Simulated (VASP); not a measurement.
# Rh (Fm-3m) in VASP: a series of runs

The runs below take Rh through relaxation of cell and atoms, with PBE.

All numbers are computed with VASP 6.6.1; they aren't measurements. Logs are shortened: lines on timing, memory, paths and dates and some standing lists are left out, and cuts for length are marked.

**1. The cell of the first run**

Symmetry: Fm-3m, No. 225, cubic system. Conventional cell: a = 3.796 Å, b = 3.796 Å, c = 3.796 Å, α = 90.00°, β = 90.00°, γ = 90.00°. Within 3.5 Å of Rh (site symmetry m-3m) lie 12 Rh at 2.68 Å.

**2. Relaxation of cell and atoms, PBE, target pressure 10 GPa, at which the enthalpy is minimised**

Input file INCAR:

```
PREC = Accurate
ENCUT = 500
EDIFF = 1E-7
ISMEAR = -1
SIGMA = 0.05
LREAL = F
LASPH = T
NELM = 120
ALGO = Normal
ISIF = 3
LWAVE = F
LCHARG = F
GGA = PE
IBRION = 2
NSW = 80
EDIFFG = -0.02
PSTRESS = 100.0
GGA_COMPAT = F
NELMIN = 4
```

Input file KPOINTS:

```
Automatic mesh
0
Gamma
  9 9 9
```

Input file POSCAR:

```
Rh
1.0
    2.6839650000      0.0000000000      0.0000000000
    1.3419825000      2.3243818729      0.0000000000
    1.3419825000      0.7747939576      2.1914482458
Rh
1
Direct
    0.0000000000      0.0000000000      0.0000000000
```

Potentials or basis: VASP PAW PBE potentials, release 64 (Rh_pv).

Command:

```sh
$ cat potpaw_PBE.64/Rh_pv/POTCAR > POTCAR
$ mpirun -np 1 vasp_std > vasp.out
```

OUTCAR:

```text
PREC = Accurate
   ENCUT = 500
   EDIFF = 1E-7
   ISMEAR = -1
   LREAL = F
   LASPH = T
   NELM = 120
   ISIF = 3
   GGA = PE
   IBRION = 2
   NSW = 80
   EDIFFG = -0.02
   PSTRESS = 100.0
   NELMIN = 4

 ion  position               nearest neighbor table
   1  0.000  0.000  0.000-

  LATTYP: Found a face centered cubic cell.
 ALAT       =     3.7956997040

  Lattice vectors:

 A1 = (   2.6839650000,   0.0000000000,   0.0000000000)
 A2 = (   1.3419825000,   2.3243818729,   0.0000000000)
 A3 = (   1.3419825000,   0.7747939576,   2.1914482458)

Analysis of symmetry for initial positions (statically):
=====================================================================
 Subroutine PRICEL returns:
 Original cell was already a primitive cell.

 Routine SETGRP: Setting up the symmetry group for a
 face centered cubic supercell.

 Subroutine GETGRP returns: Found 48 space group operations
[... 9 lines left out ...]

 Routine SETGRP: Setting up the symmetry group for a
 face centered cubic supercell.

 Subroutine GETGRP returns: Found 48 space group operations
[... 11 lines left out ...]
                                     Primitive cell

  volume of cell :      13.6715

  direct lattice vectors                    reciprocal lattice vectors
     2.683965000  0.000000000  0.000000000     0.372583100 -0.215110953 -0.152106414
     1.341982500  2.324381873  0.000000000     0.000000000  0.430221906 -0.152106414
     1.341982500  0.774793958  2.191448246     0.000000000  0.000000000  0.456319241

  length of vectors
     2.683965000  2.683965000  2.683965000     0.456319241  0.456319241  0.456319241

  position of ions in fractional coordinates (direct lattice)
     0.000000000  0.000000000  0.000000000

  ion indices of the primitive-cell ions
   primitive index   ion index
                 1           1

----------------------------------------------------------------------------------------

 KPOINTS: Automatic mesh

Automatic generation of k-mesh.
 Grid dimensions read from file:
 generate k-points for:    9    9    9

 Generating k-lattice:

  Cartesian coordinates                     Fractional coordinates (reciprocal lattice)
     0.041398122 -0.023901217 -0.016900713     0.111111111  0.000000000 -0.000000000
     0.000000000  0.047802434 -0.016900713     0.000000000  0.111111111  0.000000000
     0.000000000  0.000000000  0.050702138     0.000000000  0.000000000  0.111111111

  Length of vectors
     0.050702138  0.050702138  0.050702138

  Shift w.r.t. Gamma in fractional coordinates (k-lattice)
     0.000000000  0.000000000  0.000000000

 Subroutine IBZKPT returns following result:
 ===========================================

 Found     35 irreducible k-points:

 Following reciprocal coordinates:
            Coordinates               Weight
  0.000000  0.000000  0.000000      1.000000
  0.111111  0.000000 -0.000000      8.000000
  0.222222  0.000000  0.000000      8.000000
  0.333333 -0.000000 -0.000000      8.000000
  0.444444  0.000000  0.000000      8.000000
  0.111111  0.111111 -0.000000      6.000000
[... 16 lines left out ...]
 -0.333333  0.333333  0.000000     12.000000
  0.444444  0.444444  0.000000      6.000000
 [... further k-points ...]
   k-points           NKPTS =     35   k-points in BZ     NKDIM =     35   number of bands    NBANDS=     11
   number of dos      NEDOS =    301   number of ions     NIONS =      1
   total plane-waves  NPLWV =   8000
   dimension x,y,z NGX =    20 NGY =   20 NGZ =   20
   dimension x,y,z NGXF=    40 NGYF=   40 NGZF=   40
   ions per type =               1
   NGX,Y,Z   is equivalent  to a cutoff of  12.39, 12.39, 12.39 a.u.
   NGXF,Y,Z  is equivalent  to a cutoff of  24.78, 24.78, 24.78 a.u.
 SYSTEM =  unknown system
   PREC   = accura    normal or accurate (medium, high low for compatibility)
   ISTART =      0    job   : 0-new  1-cont  2-samecut
   ICHARG =      2    charge: 1-file 2-atom 10-const
   ISPIN  =      1    spin polarized calculation?
   LNONCOLLINEAR =      F non collinear calculations
   LSORBIT =      F    spin-orbit coupling
   LASPH  =      T    aspherical Exc in radial PAW
   ENCUT  =  500.0 eV  36.75 Ry    6.06 a.u.   4.89  4.89  4.89*2*pi/ulx,y,z
   NELM   =    120;   NELMIN=  4; NELMDL= -5     # of ELM steps
   EDIFF  = 0.1E-06   stopping-criterion for ELM
   LREAL  =      F    real-space projection
   EDIFFG = -.2E-01   stopping-criterion for IOM
   NSW    =     80    number of steps for IOM
   IBRION =      2    ionic relax: 0-MD 1-quasi-New 2-CG
   NFREE  =      1    steps in history (QN), initial steepest desc. (CG)
   ISIF   =      3    stress and relaxation
   ISYM   =      2    0-nonsym 1-usesym 2-fastsym
   POTIM  = 0.5000    time-step for ionic-motion
   TEBEG  =    0.0;   TEEND  =   0.0 temperature during run
   PSTRESS=  100.0 pullay stress
   NELECT =      15.0000    total number of electrons
   NUPDOWN=      -1.0000    fix difference up-down
[... 60 lines left out ...]
  free  energy   TOTEN  =        -7.2469192943 eV

  energy  without entropy=       -7.2373180696  energy(sigma->0) =       -7.24211868

  enthalpy is  TOTEN    =        -6.3936129704 eV   P V=        0.8533063239

--------------------------------------- Ionic step        2  -------------------------------------------

 number of electron      15.0000003 magnetization

------------------------ aborting loop because EDIFF is reached ----------------------------------------

  FORCE on cell =-STRESS in cart. coord.  units (eV):
  Direction    XX          YY          ZZ          XY          YZ          ZX
  --------------------------------------------------------------------------------------
  -------------------------------------------------------------------------------------
  Total        1.4008081      1.4008081      1.4008081     -0.0000000     -0.0000000      0.0000000
  in kB      169.0244290    169.0244290    169.0244290     -0.0000000     -0.0000000      0.0000000
  external PRESSURE =      69.0244290 kB  Pullay stress =     100.0000000 kB

 VOLUME and BASIS-vectors are now :
 -----------------------------------------------------------------------------
  energy-cutoff  :      500.00
  volume of cell :       13.28
      direct lattice vectors                 reciprocal lattice vectors
     2.657979237  0.000000000 -0.000000000     0.376225663 -0.217213988 -0.153593484
     1.328989618  2.301877542 -0.000000000    -0.000000000  0.434427975 -0.153593484
     1.328989618  0.767292514  2.170230959     0.000000000  0.000000000  0.460780451

 POSITION                                       TOTAL-FORCE (eV/Angst)
 -----------------------------------------------------------------------------------
      0.00000      0.00000     -0.00000         0.000000     -0.000000      0.000000
 -----------------------------------------------------------------------------------
    total drift:                               -0.000000      0.000000      0.000000

  FREE ENERGIE OF THE ION-ELECTRON SYSTEM (eV)
  ---------------------------------------------------
  free  energy   TOTEN  =        -7.2171467500 eV

  energy  without entropy=       -7.2080452612  energy(sigma->0) =       -7.21259601

  enthalpy is  TOTEN    =        -6.3883860052 eV   P V=        0.8287607448

--------------------------------------- Ionic step        3  -------------------------------------------

 number of electron      15.0000007 magnetization

 Free energy of the ion-electron system (eV)
  ---------------------------------------------------
  ext. energy  EPLUGINS =         0.00000000
  ---------------------------------------------------
  free energy    TOTEN  =        -7.24107980 eV

  energy without entropy =       -7.23161864  energy(sigma->0) =       -7.23634922

 E-fermi :  12.0792     XC(G=0): -14.1209

 val. band max:       12.0192682453   @ k =   0.3333   0.2222  -0.0000
 cond. band min:      12.0843040306   @ k =  -0.3333   0.3333   0.0000
 fundamental gap:      0.0650357853
 Fermi energy:        12.0792491409

 k-point     1 :       0.0000    0.0000    0.0000
  band No.  band energies     occupation
      1     -34.2650      2.00000
      2     -34.2650      2.00000
      3     -34.2650      2.00000
      4       4.0941      2.00000
      5       9.0054      2.00000
      6       9.0054      2.00000
      7       9.0054      2.00000
      8      11.1266      2.00000
      9      11.1266      2.00000
     10      28.1485      0.00000
     11      32.6102      0.00000
[... 309 lines left out ...]
 k-point    24 :       0.4444    0.4444    0.0000
  band No.  band energies     occupation
      1     -34.9655      2.00000
      2     -34.5375      2.00000
      3     -34.5375      2.00000
      4       5.7918      2.00000
      5       6.1538      2.00000
      6      12.6378      0.00003
      7      12.9563      0.00000
      8      12.9563      0.00000
      9      14.7780      0.00000
     10      25.3792      0.00000
     11      25.9322      0.00000

 [... further k-points ...]

------------------------ aborting loop because EDIFF is reached ----------------------------------------

  FORCE on cell =-STRESS in cart. coord.  units (eV):
  Direction    XX          YY          ZZ          XY          YZ          ZX
  --------------------------------------------------------------------------------------
  -------------------------------------------------------------------------------------
  Total        0.8460492      0.8460492      0.8460492      0.0000000     -0.0000000     -0.0000000
  in kB       99.9266295     99.9266295     99.9266295      0.0000000     -0.0000000     -0.0000000
  external PRESSURE =      -0.0733705 kB  Pullay stress =     100.0000000 kB

 VOLUME and BASIS-vectors are now :
 -----------------------------------------------------------------------------
  energy-cutoff  :      500.00
  volume of cell :       13.57
      direct lattice vectors                 reciprocal lattice vectors
     2.676989459  0.000000000 -0.000000000     0.373553955 -0.215671477 -0.152502764
     1.338494729  2.318340877 -0.000000000    -0.000000000  0.431342953 -0.152502764
     1.338494729  0.772780292  2.185752740     0.000000000  0.000000000  0.457508291

 POSITION                                       TOTAL-FORCE (eV/Angst)
 -----------------------------------------------------------------------------------
      1.33849      0.77278      2.18575         0.000000      0.000000      0.000000
 -----------------------------------------------------------------------------------
    total drift:                                0.000000      0.000000     -0.000000

  FREE ENERGIE OF THE ION-ELECTRON SYSTEM (eV)
  ---------------------------------------------------
  free  energy   TOTEN  =        -7.2410797953 eV

  energy  without entropy=       -7.2316186351  energy(sigma->0) =       -7.23634922

  enthalpy is  TOTEN    =        -6.3944093447 eV   P V=        0.8466704507

 reached required accuracy - stopping structural energy minimisation
```

It took 21 s on 1 thread of Intel Xeon 8259CL, shared host; peak memory 0.13 GiB.

What came out:

```yaml
Free_energy: -7.2411 eV
Relaxed_volume: 13.57 Å³/atom
Relaxed_cell: a = 2.677 Å, b = 2.677 Å, c = 2.677 Å, α = 60.00°, β = 60.00°, γ = 60.00°
Space_group_after_relaxing_to_0.05_Å: Fm-3m (No. 225)
Energy_change_on_relaxing_the_enthalpy_is_what_falls: +5.8 meV/atom
Ionic_steps: 3
Pressure_after_relaxing: 10.0 GPa
```

The path:
```
step  energy change (eV)  largest force (eV/Å)  pressure (GPa)  volume (Å³)
   1              0.0000                0.0000            7.65        13.67
   2              0.0298                0.0000           16.90        13.28
   3              0.0058                0.0000            9.99        13.57
```

Final structure:
```
Rh
1.0
     2.67699    0.00000    0.00000
     1.33849    2.31834    0.00000
     1.33849    0.77278    2.18575
Rh
1
Cartesian
  1.3385 0.7728 2.1858
```

Caveat: the cell is relaxed towards a set pressure, so the enthalpy falls and the energy may rise.

**3. Relaxation of cell and atoms, PBE, target pressure 20 GPa, at which the enthalpy is minimised**

Input file INCAR:

```
SYSTEM = Rh
ALGO     = Normal         ! electronic algorithm
EDIFF    = 1E-7           ! SCF threshold, eV
EDIFFG   = -0.02          ! ionic threshold
ENCUT    = 500            ! plane-wave cutoff, eV
GGA      = PE             ! functional
GGA_COMPAT= .FALSE.      
IBRION   = 2              ! ionic algorithm
ISIF     = 3              ! what is computed and relaxed
ISMEAR   = -1             ! smearing method
LASPH    = .TRUE.         ! aspherical terms in the spheres
LCHARG   = .FALSE.        ! write CHGCAR
LREAL    = .FALSE.        ! projectors in reciprocal space
LWAVE    = .FALSE.        ! write WAVECAR
NELM     = 120            ! most SCF steps
NELMIN   = 4            
NSW      = 80             ! ionic steps
PREC     = Accurate       ! precision mode
PSTRESS  = 200.0        
SIGMA    = 0.05           ! smearing width, eV
```

Input file KPOINTS:

```
k-points
0
G
  9 9 9
  0 0 0
```

POSCAR is that of step 2.

Potentials or basis: VASP PAW PBE potentials, release 64 (Rh_pv).

Command:

```sh
$ cat potpaw_PBE.64/Rh_pv/POTCAR > POTCAR
$ mpirun -np 1 vasp_std > vasp.out
```

Wall time 33 s (1 thread of Intel Xeon 8259CL, shared host); peak memory 0.13 GiB.

It converged, with:

```
Free energy                                            : -7.2041 eV
Relaxed volume                                         : 13.16 Å³/atom
Relaxed cell                                           : a = 2.650 Å, b = 2.650 Å, c = 2.650 Å, α = 60.00°, β = 60.00°, γ = 60.00°
Space group after relaxing (to 0.05 Å)                 : Fm-3m (No. 225)
Energy change on relaxing (the enthalpy is what falls) : +42.9 meV/atom
Ionic steps                                            : 4
Pressure after relaxing                                : 19.9 GPa
```

Step by step:
```
step  energy change (eV)  largest force (eV/Å)  pressure (GPa)  volume (Å³)
   1              0.0000                0.0000            7.65        13.67
   2              0.4548                0.0000           75.69        11.69
   3              0.0404                0.0000           19.36        13.18
   4              0.0429                0.0000           19.89        13.16
```

Final structure:
```yaml
crystal:
  lattice:
    - [2.65035, 0.00000, 0.00000]
    - [1.32517, 2.29527, 0.00000]
    - [1.32517, 0.76509, 2.16400]
  atoms:
    - { symbol: Rh, position: [0.00000, 0.00000, 0.00000] }
```

Levels at points of the mesh, in eV from the Fermi level:
| k point | band 4 | band 5 | band 6 | band 7 | band 8 | band 9 | band 10 | band 11 |
| --- | --- | --- | --- | --- | --- | --- | --- | --- |
| (0.00, 0.00, 0.00) | -8.21 | -3.22 | -3.22 | -3.22 | -1.00 | -1.00 | 16.04 | 20.44 |

Caveat: the cell is relaxed towards a set pressure, so the enthalpy falls and the energy may rise.

**4. Relaxation of cell and atoms, PBE, target pressure 30 GPa, at which the enthalpy is minimised**

Input file INCAR:

```
SYSTEM = Rh
PREC     = Accurate       ! precision mode
ENCUT    = 500            ! plane-wave cutoff, eV
EDIFF    = 1E-7           ! SCF threshold, eV
ISMEAR   = -1             ! smearing method
SIGMA    = 0.05           ! smearing width, eV
LREAL    = .FALSE.        ! projectors in reciprocal space
LASPH    = .TRUE.         ! aspherical terms in the spheres
NELM     = 120            ! most SCF steps
ALGO     = Normal         ! electronic algorithm
ISIF     = 3              ! what is computed and relaxed
LWAVE    = .FALSE.        ! write WAVECAR
LCHARG   = .FALSE.        ! write CHGCAR
GGA      = PE             ! functional
IBRION   = 2              ! ionic algorithm
NSW      = 80             ! ionic steps
EDIFFG   = -0.02          ! ionic threshold
PSTRESS  = 300.0        
GGA_COMPAT= .FALSE.      
NELMIN   = 4
```

Input file KPOINTS:

```
regular mesh
0
G
  9 9 9
  0 0 0
```

POSCAR is that of step 3.

Command:

```sh
$ cat potpaw_PBE.64/Rh_pv/POTCAR > POTCAR
$ mpirun -np 1 vasp_std > vasp.out
```

Wall time 36 s (1 thread of Intel Xeon 8259CL, shared host); peak memory 0.13 GiB.

The run converged. Its results:

```
Free energy                                            : -7.1502 eV
Relaxed volume                                         : 12.82 Å³/atom
Relaxed cell                                           : a = 2.627 Å, b = 2.627 Å, c = 2.627 Å, α = 60.00°, β = 60.00°, γ = 60.00°
Space group after relaxing (to 0.05 Å)                 : Fm-3m (No. 225)
Energy change on relaxing (the enthalpy is what falls) : +96.7 meV/atom
Ionic steps                                            : 5
Pressure after relaxing                                : 30.0 GPa
```

Step by step:
```
step  energy change (eV)  largest force (eV/Å)  pressure (GPa)  volume (Å³)
   1              0.0000                0.0000            7.65        13.67
   2              1.5721                0.0000          181.91        10.23
   3              0.0828                0.0000           27.63        12.89
   4              0.0926                0.0000           29.32        12.84
   5              0.0967                0.0000           30.00        12.82
```

Final structure:
```yaml
crystal:
  lattice:
    - [2.62680, 0.00000, 0.00000]
    - [1.31340, 2.27488, 0.00000]
    - [1.31340, 0.75829, 2.14478]
  atoms:
    - { symbol: Rh, position: [0.00000, 0.00000, 0.00000] }
```

Levels at points of the mesh, in eV from the Fermi level:
```csv
k point,band 4,band 5,band 6,band 7,band 8,band 9,band 10,band 11
"(0.00, 0.00, 0.00)",-8.40,-3.36,-3.36,-3.36,-1.04,-1.04,16.01,20.37
```

Caveat: the cell is relaxed towards a set pressure, so the enthalpy falls and the energy may rise.

**5. Relaxation of cell and atoms, PBE, target pressure 40 GPa, at which the enthalpy is minimised**

Input file INCAR:

```
PREC     = Accurate       # precision mode
ENCUT    = 500            # plane-wave cutoff, eV
EDIFF    = 1E-7           # SCF threshold, eV
ISMEAR   = -1             # smearing method
SIGMA    = 0.05           # smearing width, eV
LREAL    = F              # projectors in reciprocal space
LASPH    = T              # aspherical terms in the spheres
NELM     = 120            # most SCF steps
ALGO     = Normal         # electronic algorithm
ISIF     = 3              # what is computed and relaxed
LWAVE    = F              # write WAVECAR
LCHARG   = F              # write CHGCAR
GGA      = PE             # functional
IBRION   = 2              # ionic algorithm
NSW      = 80             # ionic steps
EDIFFG   = -0.02          # ionic threshold
PSTRESS  = 400.0        
GGA_COMPAT= F            
NELMIN   = 4
```

Input file KPOINTS:

```
Automatic mesh
0
Gamma
  9 9 9
```

POSCAR is that of step 4.

Command:

```sh
$ cat potpaw_PBE.64/Rh_pv/POTCAR > POTCAR
$ mpirun -np 1 vasp_std > vasp.out
```

Wall time 37 s (1 thread of Intel Xeon 8259CL, shared host); peak memory 0.14 GiB.

The run converged. Its results:

| Property | Result |
| --- | --- |
| Free energy | -7.0851 eV |
| Relaxed volume | 12.52 Å³/atom |
| Relaxed cell | a = 2.606 Å, b = 2.606 Å, c = 2.606 Å, α = 60.00°, β = 60.00°, γ = 60.00° |
| Space group after relaxing (to 0.05 Å) | Fm-3m (No. 225) |
| Energy change on relaxing (the enthalpy is what falls) | +161.8 meV/atom |
| Ionic steps | 5 |
| Pressure after relaxing | 40.0 GPa |

The path:
```tsv
step	energy change (eV)	largest force (eV/Å)	pressure (GPa)	volume (Å³)
1	0.0000	0.0000	7.65	13.67
2	3.7693	0.0000	367.00	8.90
3	0.1242	0.0000	34.42	12.68
4	0.1467	0.0000	37.83	12.58
5	0.1618	0.0000	40.03	12.52
```

Final structure:
```yaml
crystal:
  lattice:
    - [2.60620, 0.00000, 0.00000]
    - [1.30310, 2.25704, 0.00000]
    - [1.30310, 0.75235, 2.12795]
  atoms:
    - { symbol: Rh, position: [0.00000, 0.00000, 0.00000] }
```

Levels at points of the mesh, in eV from the Fermi level:
| k point | band 6 | band 7 | band 8 | band 9 | band 10 | band 11 |
| --- | --- | --- | --- | --- | --- | --- |
| (0.00, 0.00, 0.00) | -3.48 | -3.48 | -1.07 | -1.07 | 15.97 | 20.30 |

Caveat: the cell is relaxed towards a set pressure, so the enthalpy falls and the energy may rise.

**6. Overview**

```csv
cell,gap on the mesh (eV),pressure (GPa)
relaxed to 10 GPa,none,10.0
relaxed to 20 GPa,none,19.9
relaxed to 30 GPa,none,30.0
relaxed to 40 GPa,none,40.0
```

Alike in all rows: task relaxation of cell and atoms; level PBE; potentials or basis VASP PAW PBE potentials, release 64 (Rh_pv); no spin polarisation; k mesh 9 × 9 × 9; cutoff (eV) 500; smearing fermi-dirac 0.05 eV.

Caveats: the cell is relaxed towards a set pressure, so the enthalpy falls and the energy may rise.

Total energies depend on the potentials used, so only differences within one code and one set of settings carry meaning.
